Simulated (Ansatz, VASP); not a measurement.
## Y in VASP and in Ansatz

```
Y
1.0
     4.42105   -2.47590    0.00000
     4.42105    2.47590    0.00000
    -0.13621    0.00000    4.13208
Y
3
Direct
  0.67600 0.67600 0.67500
  0.32400 0.32400 0.32500
  0.00000 0.00000 0.00000
```

Alike in both runs: task relaxation of cell and atoms; functional PBE; k mesh 4 × 4 × 4; occupations gaussian, width 0.1 eV; no spin polarisation.

|  | VASP | Ansatz |
| --- | --- | --- |
| version | VASP 6.6.1 | Ansatz 0.2.0 |
| potentials or method | VASP PAW PBE potentials, release 64 (Y_sv), cutoff 600 eV | scalar-relativistic, plane waves, PAW |
| valence electrons in the cell | 33 | 33 |

|  | VASP | Ansatz | Ansatz less VASP |
| --- | --- | --- | --- |
| gap on the k mesh at the Fermi level, each at its own relaxed structure (eV) | none | none | - |
| relaxed volume (Å³/atom) | 32.35 | 32.39 | +0.043 |
| relaxed cell length with the largest relative difference (Å) | 3.548 | 3.545 | -0.0024 |

A gap of «none» marks a metal or a gap that the smearing closes.

The k mesh is coarse, so the values compare programs but aren't converged.
